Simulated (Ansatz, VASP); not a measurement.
## W: VASP beside Ansatz

INCAR

```
ALGO = Fast ; EDIFF = 1E-6
ENCUT = 520 ; GGA = CA
ISIF = 2 ; ISMEAR = 0
LASPH = True ; LCHARG = False
LREAL = False ; LWAVE = False
NBANDS = 13 ; NELM = 60
PREC = Accurate ; SIGMA = 0.15
```

KPOINTS

```
k-points
0
Gamma
  22 22 22
```

The input POSCAR:

```
W
1.0
    0.0000000000      2.2478786001      1.6506172560
    2.2478786001      0.0000000000      1.6506172560
    2.2478786001      2.2478786001      0.0000000000
W
1
Direct
    0.0000000000      0.0000000000      0.0000000000
```

Input for Ansatz:

```yaml
crystal:
  lattice:
    - [0.0, 2.2478786001, 1.650617256]
    - [2.2478786001, 0.0, 1.650617256]
    - [2.2478786001, 2.2478786001, 0.0]
  atoms:
    - { symbol: W, position: [0.0, 0.0, 0.0] }
basis:
  ecutwfc: 420
kpoints:
  mp_grid: { grid: [22, 22, 22] }
hamiltonian:
  xc: lda
  pseudopotentials: { kind: paw, azcp: { folder: soft_1 } }
scf:
  occupations: { method: gaussian, width: 0.15 }
output:
  forces: true
  stress: true
  eigenvalues: true
```

Alike in both runs: task single point; functional LDA; k mesh 22 × 22 × 22; occupations gaussian, width 0.15 eV; no spin polarisation.

```csv
,VASP,Ansatz
version,VASP 6.6.1,Ansatz 0.2.0
potentials or method,"VASP PAW LDA potentials, release 64 (W_sv), cutoff 520 eV","scalar-relativistic, plane waves, PAW"
valence electrons in the cell,14,14
```

Ansatz gave:

```
gap on the k mesh at the Fermi level (eV)                     : none
pressure (GPa)                                                : -22.2
traceless stress, the component that is largest in VASP (GPa) : -6.56
```

Q: Estimate VASP's values.

A: gap on the k mesh at the Fermi level (eV): none; pressure (GPa): -20.9; traceless stress, the component that is largest in VASP (GPa): -6.57.

Ansatz warns that its potentials were made for another functional, while VASP's fit it. LDA's correlation is that of Perdew and Zunger in VASP and of Perdew and Wang (1992) in Ansatz. A gap of «none» marks a metal or a gap that the smearing closes.

Neither program's run includes spin-orbit coupling.
